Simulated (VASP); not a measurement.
# MgB2 (P6/mmm) in VASP: a series of runs

MgB2 is run at these levels: PBEsol; tasks: single point.

All numbers are computed with VASP 6.6.1; they aren't measurements. Logs are shortened: lines on timing, memory, paths and dates and some standing lists are left out, and cuts for length are marked.

**1. The cell of the first run**

Symmetry: P6/mmm, No. 191, hexagonal system. The conventional cell has a = 2.995 Å, b = 2.995 Å, c = 3.354 Å, α = 90.00°, β = 90.00°, γ = 120.00°. Within 3.2 Å of Mg (site symmetry 6/mmm) lie 12 B at 2.41 Å and 6 Mg at 3.00 Å. Within 2.3 Å of B (site symmetry -6m2) lie 3 B at 1.73 Å.

**2. Single point, PBEsol**

The input, INCAR:

```
ALGO = Normal ; EDIFF = 1E-7
ENCUT = 520 ; GGA = PS
ISIF = 2 ; ISMEAR = -1
LASPH = T ; LCHARG = F
LREAL = F ; LWAVE = F
NBANDS = 11 ; NELM = 100
PREC = Accurate ; SIGMA = 0.1
```

The input, KPOINTS:

```
k-points
0
Gamma
  16 16 12
```

The input, POSCAR:

```
MgB2
1.0
    2.9951137153      0.0000000000      0.0000000000
   -1.4975568576      2.5938445646      0.0000000000
    0.0000000000      0.0000000000      3.3542978597
Mg B
1 2
Direct
    0.0000000000      0.0000000000      0.0000000000
    0.3333333333      0.6666666667      0.5000000000
    0.6666666667      0.3333333333      0.5000000000
```

Potentials or basis: VASP PAW PBE potentials, release 64 (Mg, B).

Run with:

```bash
$ cat potpaw_PBE.64/Mg/POTCAR potpaw_PBE.64/B/POTCAR > POTCAR
$ mpirun -np 1 vasp_std > vasp.out
```

OUTCAR:

```text
EDIFF = 1E-7
   ENCUT = 520
   GGA = PS
   ISIF = 2
   ISMEAR = -1
   LASPH = T
   LREAL = F
   NELM = 100
   PREC = Accurate

 ion  position               nearest neighbor table
   1  0.000  0.000  0.000-   2 2.41   3 2.41   2 2.41   3 2.41   2 2.41   2 2.41   3 2.41   3 2.41
                             3 2.41   3 2.41   2 2.41   2 2.41
   2  0.333  0.667  0.500-   3 1.73   3 1.73   3 1.73   1 2.41   1 2.41   1 2.41   1 2.41   1 2.41
                             1 2.41
   3  0.667  0.333  0.500-   2 1.73   2 1.73   2 1.73   1 2.41   1 2.41   1 2.41   1 2.41   1 2.41
                             1 2.41

  LATTYP: Found a hexagonal cell.
 ALAT       =     2.9951137153
 C/A-ratio  =     1.1199233747

  Lattice vectors:

 A1 = (   2.9951137153,   0.0000000000,   0.0000000000)
 A2 = (  -1.4975568576,   2.5938445646,   0.0000000000)
 A3 = (   0.0000000000,   0.0000000000,   3.3542978597)

Analysis of symmetry for initial positions (statically):
=====================================================================
 Subroutine PRICEL returns:
 Original cell was already a primitive cell.

 Routine SETGRP: Setting up the symmetry group for a
 hexagonal supercell.

 Subroutine GETGRP returns: Found 24 space group operations
 (whereof 24 operations were pure point group operations)
 out of a pool of 24 trial point group operations.

The static configuration has the point symmetry D_6h.

Analysis of symmetry for dynamics (positions and initial velocities):
=====================================================================
 Subroutine PRICEL returns:
 Original cell was already a primitive cell.

 Routine SETGRP: Setting up the symmetry group for a
 hexagonal supercell.

 Subroutine GETGRP returns: Found 24 space group operations
 (whereof 24 operations were pure point group operations)
 out of a pool of 24 trial point group operations.

The dynamic configuration has the point symmetry D_6h.

 Subroutine INISYM returns: Found 24 space group operations
 (whereof 24 operations are pure point group operations),
 and found     1 'primitive' translations

----------------------------------------------------------------------------------------

                                     Primitive cell

  volume of cell :      26.0591

  direct lattice vectors                    reciprocal lattice vectors
     2.995113715  0.000000000  0.000000000     0.333877140  0.192764056  0.000000000
    -1.497556858  2.593844565  0.000000000     0.000000000  0.385528113  0.000000000
     0.000000000  0.000000000  3.354297860     0.000000000  0.000000000  0.298124985

[... 91 lines left out ...]
   ISIF   =      2    stress and relaxation
   ISYM   =      2    0-nonsym 1-usesym 2-fastsym
   POTIM  = 0.5000    time-step for ionic-motion
   TEBEG  =    0.0;   TEEND  =   0.0 temperature during run
   PSTRESS=    0.0 pullay stress
   NELECT =       8.0000    total number of electrons
   NUPDOWN=      -1.0000    fix difference up-down
   EMIN   =  10.00;   EMAX   =-10.00  energy-range for DOS
   EFERMI =   0.00;   METHOD = LEGACY
   ISMEAR =    -1;   SIGMA  =   0.10  broadening in eV -4-tet -1-fermi 0-gaus
   EFERMI_NEDOS =   21; number of points for ismear=-14 and -15
   IALGO  =     38    algorithm
   IMIX   =      4    mixing-type and parameters
     AMIX     =   0.40;   BMIX     =  1.00
     AMIX_MAG =   1.60;   BMIX_MAG =  1.00
  volume/ion in A,a.u.               =       8.69        58.62
  Fermi-wavevector in a.u.,A,eV,Ry     =   1.104380  2.086976 16.594416  1.219655
  Thomas-Fermi vector in A             =   2.240852
   LORBIT       =      0    0 simple, 1 ext, 2 COOP (PROOUT), +10 PAW based schemes
   GGA     = PS    functional components
   LHFCALC =     F    Hartree Fock is set to
   AEXX    =    0.0000 exact exchange contribution
   IVDW    =     0    specifies the selected vdW correction
   LEPSILON=     F    determine dielectric tensor
   LRPA    =     F    only Hartree local field effects (RPA)
 non-spin polarized calculation
  energy-cutoff  :      520.00
  volume of cell :       26.06
 maximum number of plane-waves:       721
 NGX is ok and might be reduce to    24
   NGX = 11   NGY = 11   NGZ = 13

 number of electron       8.0000000 magnetization

 Free energy of the ion-electron system (eV)
  ---------------------------------------------------
  ext. energy  EPLUGINS =         0.00000000
  ---------------------------------------------------
  free energy    TOTEN  =       -16.12959906 eV

  energy without entropy =      -16.10868918  energy(sigma->0) =      -16.11914412

 E-fermi :   5.9580     XC(G=0): -11.4357

 val. band max:        5.9579460464   @ k =   0.0625   0.0000   0.0000
 cond. band min:       5.9795119760   @ k =   0.4375   0.0000   0.3333
 fundamental gap:      0.0215659296
 Fermi energy:         5.9579902274

 k-point     1 :       0.0000    0.0000    0.0000
  band No.  band energies     occupation
      1      -7.0689      2.00000
      2       3.0501      2.00000
      3       6.3278      0.04834
      4       6.3278      0.04834
      5       8.1995      0.00000
      6      12.5360      0.00000
      7      12.5360      0.00000
      8      14.9588      0.00000
      9      16.7852      0.00000
     10      19.5413      0.00000
     11      23.1720      0.00000
[... 309 lines left out ...]
 k-point    24 :       0.2500    0.1875    0.0000
  band No.  band energies     occupation
      1      -4.4770      2.00000
      2       0.6293      2.00000
      3       1.9834      2.00000
      4       5.4782      1.98363
      5      10.6416      0.00000
      6      10.9485      0.00000
      7      13.4026      0.00000
      8      14.7739      0.00000
      9      17.4272      0.00000
     10      18.3134      0.00000
     11      19.8447      0.00000

 [... further k-points ...]
[... 5 lines left out ...]
  --------------------------------------------------------------------------------------
  -------------------------------------------------------------------------------------
  Total        2.4756659      2.4756659      2.4400954      0.0000000      0.0000000      0.0000000
  in kB      152.2101876    152.2101876    150.0232233      0.0000000      0.0000000      0.0000000
  external PRESSURE =     151.4811995 kB  Pullay stress =       0.0000000 kB

 VOLUME and BASIS-vectors are now :
 -----------------------------------------------------------------------------
  energy-cutoff  :      520.00
  volume of cell :       26.06
      direct lattice vectors                 reciprocal lattice vectors
     2.995113715  0.000000000  0.000000000     0.333877140  0.192764056  0.000000000
    -1.497556858  2.593844565  0.000000000     0.000000000  0.385528113  0.000000000
     0.000000000  0.000000000  3.354297860     0.000000000  0.000000000  0.298124985

 POSITION                                       TOTAL-FORCE (eV/Angst)
 -----------------------------------------------------------------------------------
      0.00000      0.00000      0.00000        -0.000000      0.000000      0.000000
     -0.00000      1.72923      1.67715         0.000000      0.000000      0.000000
      1.49756      0.86461      1.67715        -0.000000     -0.000000      0.000000
 -----------------------------------------------------------------------------------
    total drift:                                0.000000     -0.000000      0.000000

  FREE ENERGIE OF THE ION-ELECTRON SYSTEM (eV)
  ---------------------------------------------------
  free  energy   TOTEN  =       -16.1295990615 eV

  energy  without entropy=      -16.1086891849  energy(sigma->0) =      -16.11914412
```

OSZICAR:

```text
N       E                     dE             d eps       ncg     rms          rms(c)
DAV:   1     0.374566433116E+01    0.37457E+01   -0.39669E+03  5092   0.624E+02
DAV:   2    -0.173629521495E+02   -0.21109E+02   -0.19895E+02  5962   0.111E+02
DAV:   3    -0.178499903104E+02   -0.48704E+00   -0.48535E+00  5965   0.138E+01
DAV:   4    -0.178510615313E+02   -0.10712E-02   -0.10711E-02  5408   0.704E-01
DAV:   5    -0.178510653207E+02   -0.37894E-05   -0.37895E-05  5726   0.432E-02    0.553E+00
DAV:   6    -0.163980526964E+02    0.14530E+01   -0.17044E+00  5218   0.630E+00    0.266E+00
DAV:   7    -0.161366838469E+02    0.26137E+00   -0.92962E-01  5457   0.464E+00    0.789E-01
DAV:   8    -0.161400601048E+02   -0.33763E-02   -0.10008E-01  5088   0.178E+00    0.403E-01
DAV:   9    -0.161297736291E+02    0.10286E-01   -0.21712E-02  5082   0.700E-01    0.702E-02
DAV:  10    -0.161296119526E+02    0.16168E-03   -0.14862E-03  5641   0.213E-01    0.240E-02
DAV:  11    -0.161295996891E+02    0.12263E-04   -0.77984E-05  5113   0.534E-02    0.365E-03
DAV:  12    -0.161295991854E+02    0.50362E-06   -0.45768E-06  5189   0.108E-02    0.196E-03
DAV:  13    -0.161295990641E+02    0.12133E-06   -0.43238E-07  5295   0.363E-03    0.184E-04
DAV:  14    -0.161295990615E+02    0.26344E-08   -0.16066E-08  2675   0.838E-04
   1 F= -.16129599E+02 E0= -.16119144E+02  d E =-.209099E-01
```

stdout:

```text
POSCAR found type information on POSCAR MgB
 POSCAR found :  2 types and       3 ions
 scaLAPACK will be used
 -----------------------------------------------------------------------------
|                                                                             |
|                                                                             |
|     You enforced a specific xc type in the INCAR file but a different       |
|     I HOPE YOU KNOW WHAT YOU ARE DOING!                                     |
|                                                                             |
 -----------------------------------------------------------------------------

 LDA part: xc-table for (Slater+PW92), standard interpolation
 POSCAR, INCAR and KPOINTS ok, starting setup
 FFT: planning ... GRIDC
 FFT: planning ... GRID_SOFT
 FFT: planning ... GRID
 WAVECAR not read
 entering main loop
```

Wall time 81 s (1 thread of Intel Xeon 8259CL, shared host); peak memory 0.19 GiB.

What came out:

* Free energy: -16.1296 eV
* Pressure: 15.1 GPa
* Band gap on the k mesh: zero (bands 4 and 5 overlap by 3.38 eV)

Stress tensor (GPa, compression positive):
```
15.22  0.00  0.00
 0.00 15.22  0.00
 0.00  0.00 15.00
```

Caveat: the cell stands under pressure; the PAW data sets were made with another functional, which shifts forces and pressure a little.

**3. Single point, PBEsol**

This run uses another cell than the first one, of 8.92 Å³/atom.

The input, INCAR:

```
SYSTEM = MgB2
  ALGO = Normal
  EDIFF = 1E-6
  ENCUT = 520
  GGA = PS
  ISIF = 2
  ISMEAR = -1
  LASPH = .True.
  LCHARG = .True.
  LELF = .True.
  LREAL = .False.
  LVHAR = .True.
  LWAVE = .False.
  NBANDS = 11
  NELM = 60
  PREC = Accurate
  SIGMA = 0.1
```

The input, KPOINTS:

```
k-points
0
Gamma
  16 16 12
  0 0 0
```

The input, POSCAR:

```
MgB2
1.0
    3.0157436722      0.0000000000      0.0000000000
   -1.5078718361      2.6117106314      0.0000000000
    0.0000000000      0.0000000000      3.3965606241
Mg B
1 2
Direct
    0.0000000000      0.0000000000      0.0000000000
    0.3333333333      0.6666666667      0.5000000000
    0.6666666667      0.3333333333      0.5000000000
```

Potentials or basis: VASP PAW PBE potentials, release 64 (Mg, B).

Run with:

```bash
$ cat potpaw_PBE.64/Mg/POTCAR potpaw_PBE.64/B/POTCAR > POTCAR
$ mpirun -np 1 vasp_std > vasp.out
```

It took 79 s on 1 thread of Intel Xeon 8259CL, shared host; peak memory 0.19 GiB.

It converged, with:

```yaml
Free_energy: -16.1842 eV
Pressure: 10.1 GPa
Band_gap_on_the_k_mesh: zero (bands 4 and 5 overlap by 3.28 eV)
```

Stress tensor (GPa, compression positive):
```
10.17  0.00  0.00
 0.00 10.17  0.00
 0.00  0.00  9.92
```

Levels at points of the mesh, in eV from the Fermi level:
```tsv
k point	band 1	band 2	band 3	band 4	band 5	band 6	band 7	band 8
(0.00, 0.00, 0.00)	-12.87	-2.92	0.38	0.38	2.08	6.52	6.52	8.81
(0.50, 0.00, 0.00)	-8.77	-8.18	-2.30	0.31	3.38	3.96	5.92	8.03
(0.00, 0.00, 0.50)	-11.42	-7.78	0.83	0.83	6.83	6.83	8.31	11.00
(0.50, 0.00, 0.50)	-7.65	-7.16	-3.78	-1.98	-1.36	6.17	9.35	9.45
```

Caveat: the cell stands under pressure; the PAW data sets were made with another functional, which shifts forces and pressure a little.

**4. Single point, PBEsol**

This run uses another cell than the first one, of 9.07 Å³/atom.

The input, INCAR:

```
SYSTEM = MgB2
PREC = Accurate
ENCUT = 520
EDIFF = 1E-7
ISMEAR = -1
SIGMA = 0.1
LREAL = .False.
LASPH = .True.
NELM = 80
ALGO = Normal
ISIF = 2
LWAVE = .False.
LCHARG = .False.
GGA = PS
NBANDS = 11
```

The input, KPOINTS:

```
Automatic mesh
0
Gamma
  16 16 12
  0 0 0
```

The input, POSCAR:

```
MgB2
1.0
    3.0291603107      0.0000000000      0.0000000000
   -1.5145801554      2.6233297812      0.0000000000
    0.0000000000      0.0000000000      3.4241050216
Mg B
1 2
Direct
    0.0000000000      0.0000000000      0.0000000000
    0.3333333333      0.6666666667      0.5000000000
    0.6666666667      0.3333333333      0.5000000000
```

Run with:

```bash
$ cat potpaw_PBE.64/Mg/POTCAR potpaw_PBE.64/B/POTCAR > POTCAR
$ mpirun -np 1 vasp_std > vasp.out
```

It took 84 s on 1 thread of Intel Xeon 8259CL, shared host; peak memory 0.2 GiB.

The run converged. Its results:

```yaml
Free_energy: -16.2087 eV
Pressure: 7.1 GPa
Band_gap_on_the_k_mesh: zero (bands 4 and 5 overlap by 3.21 eV)
```

Stress tensor (GPa, compression positive):
```
7.14 0.00 0.00
0.00 7.14 0.00
0.00 0.00 6.92
```

Levels at points of the mesh, in eV from the Fermi level:
| k point | band 2 | band 3 | band 4 | band 5 | band 6 | band 7 |
| --- | --- | --- | --- | --- | --- | --- |
| (0.00, 0.00, 0.00) | -2.93 | 0.39 | 0.39 | 1.98 | 6.48 | 6.48 |
| (0.50, 0.00, 0.00) | -8.10 | -2.26 | 0.28 | 3.31 | 3.94 | 5.78 |
| (0.00, 0.00, 0.50) | -7.70 | 0.82 | 0.82 | 6.79 | 6.79 | 8.24 |
| (0.50, 0.00, 0.50) | -7.11 | -3.73 | -1.95 | -1.34 | 6.07 | 9.26 |

Caveat: the cell stands under pressure; the PAW data sets were made with another functional, which shifts forces and pressure a little.

**5. Overview**

```csv
cell,gap on the mesh (eV),pressure (GPa)
"a = 2.995, b = 2.995, c = 3.354 Å, angles 90.0, 90.0, 120.0°, 3 atoms",none,15.1
"a = 3.016, b = 3.016, c = 3.397 Å, angles 90.0, 90.0, 120.0°, 3 atoms",none,10.1
"a = 3.029, b = 3.029, c = 3.424 Å, angles 90.0, 90.0, 120.0°, 3 atoms",none,7.1
```

Alike in all rows: task single point; level PBEsol; potentials or basis VASP PAW PBE potentials, release 64 (Mg, B); no spin polarisation; k mesh 16 × 16 × 12; cutoff (eV) 520; smearing fermi-dirac 0.1 eV.

Caveats: the cell stands under pressure; the PAW data sets were made with another functional, which shifts forces and pressure a little.

Total energies depend on the potentials used, so only differences within one code and one set of settings carry meaning.
